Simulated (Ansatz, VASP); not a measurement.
Two plane-wave programs on BC5

The input POSCAR:

```
BC5
1.0
    2.5515512600      0.0000000000      0.0000000000
   -1.2757756300      2.2097082100      0.0000000000
    0.0000000000      0.0000000000      6.3996570000
B C
1 5
Direct
    0.3333333333      0.6666666667      0.0075860000
    0.3333333333      0.6666666667      0.2595110000
    0.6666666667      0.3333333333      0.3390330000
    0.0000000000      0.0000000000      0.6645630000
    0.6666666667      0.3333333333      0.5813640000
    0.0000000000      0.0000000000      0.8989420000
```

Contents of INCAR.step1:

```
PREC = Accurate ; ENCUT = 600
ISMEAR = 1 ; SIGMA = 0.1
LREAL = False ; LASPH = True
NELM = 100 ; GGA = PE
ALGO = Normal ; EDIFF = 1E-4
LWAVE = True ; LCHARG = False
```

File INCAR.step2:

```
PREC = Accurate ; ENCUT = 600
EDIFF = 1E-6 ; ISMEAR = 1
SIGMA = 0.1 ; LREAL = False
LASPH = True ; NELM = 100
ALGO = Normal ; ISIF = 3
LWAVE = False ; LCHARG = False
METAGGA = R2SCAN ; LMIXTAU = True
IBRION = 2 ; NSW = 100
EDIFFG = -0.01 ; ISTART = 1
```

KPOINTS

```
Automatic mesh
0
Gamma
  9 9 4
```

Input for Ansatz:

```yaml
crystal:
  lattice:
    - [2.55155126, 0.0, 0.0]
    - [-1.27577563, 2.20970821, 0.0]
    - [0.0, 0.0, 6.399657]
  atoms:
    - { symbol: B, position: [0.3333333333333333, 0.6666666666666666, 0.007586] }
    - { symbol: C, position: [0.3333333333333333, 0.6666666666666666, 0.259511] }
    - { symbol: C, position: [0.6666666666666666, 0.3333333333333333, 0.339033] }
    - { symbol: C, position: [0.0, 0.0, 0.664563] }
    - { symbol: C, position: [0.6666666666666666, 0.3333333333333333, 0.581364] }
    - { symbol: C, position: [0.0, 0.0, 0.8989419999999999] }
basis:
  ecutwfc: 550.0
kpoints:
  mp_grid:
    grid: [9, 9, 4]
hamiltonian:
  xc: r2scan
  dispersion: none
scf:
  occupations:
    method: cold
relax:
  max_steps: 100
  cell: {}
```

Alike in both runs: task relaxation of cell and atoms; functional r2SCAN; k mesh 9 × 9 × 4; no spin polarisation.

|  | VASP | Ansatz |
| --- | --- | --- |
| version | VASP 6.6.1 | Ansatz 0.2.0 |
| potentials or method | VASP PAW PBE potentials, release 64 (B, C), cutoff 600 eV | plane waves, PAW |
| occupations | methfessel-paxton of order 1, width 0.1 eV | cold |
| valence electrons in the cell | 23 | 23 |

|  | VASP | Ansatz | Ansatz less VASP |
| --- | --- | --- | --- |
| relaxed volume (Å³/atom) | 5.96 | 5.96 | -0.004 |
| relaxed cell length with the largest relative difference (Å) | 2.546 | 2.545 | -0.0009 |

VASP's potentials were made for PBE, not for r2SCAN.
